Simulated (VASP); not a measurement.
AlGa3Sb4: single point with PBE

AlGa3Sb4:

```xyz
8
Lattice="4.3817 0.0000 0.0000 -2.1909 3.7947 0.0000 0.0000 0.0000 14.4417" Properties=species:S:1:pos:R:3 pbc="T T T"
Al    0.0000    2.5298    7.2179
Ga    2.1909    1.2649    3.6117
Ga    2.1909    1.2649   10.8396
Ga    0.0000    2.5298    0.0033
Sb    2.1909    1.2649    6.3123
Sb    2.1909    1.2649   13.5382
Sb    0.0000    2.5298    2.7041
Sb    0.0000    2.5298    9.9265
```

* Program: VASP 6.6.1
* Task: single point
* Functional: PBE
* Potentials or basis: VASP PAW PBE potentials, release 64 (Al, Ga_d, Sb)
* Cutoff: 520 eV
* k mesh: 12 × 12 × 4
* Occupations: gaussian, width 0.1 eV
* Spin: no spin polarisation
* Dipole correction: no
* Further INCAR settings: ALGO = Normal; EDIFF = 1e-06; NBANDS = 41

```yaml
Pressure: 0.1 GPa
Largest_force: 0.009 eV/Å
Band_gap_on_the_k_mesh: zero (filled and empty bands touch)
```

Forces on the atoms (eV/Å):
```
Al   0.000  0.000  0.006
Ga   0.000  0.000 -0.003
Ga   0.000  0.000  0.000
Ga   0.000  0.000  0.000
Sb   0.000  0.000 -0.009
Sb   0.000  0.000  0.001
Sb   0.000  0.000  0.000
Sb   0.000  0.000  0.006
```

Levels at points of the mesh, in eV from the Fermi level:
```
           k point  band 29  band 30  band 31  band 32  band 33  band 34
(0.00, 0.00, 0.00)    -0.29    -0.08    -0.05    -0.05     0.24     0.70
(0.50, 0.00, 0.00)    -1.95    -1.91    -1.18     0.68     0.81     0.96
(0.00, 0.00, 0.50)    -0.34    -0.22    -0.22     0.24     0.43     1.00
(0.50, 0.00, 0.50)    -1.78    -1.46    -1.42     0.71     0.85     0.95
```

Wall time 6.6 min on 1 thread of AMD EPYC 9R45 96-Core Processor (Zen 5) (shared host), peak memory 0.75 GiB.

Caveat: semilocal functionals underestimate gaps, and a narrow one can read as zero; spin-orbit coupling is left out, which moves the levels of the heavy elements.
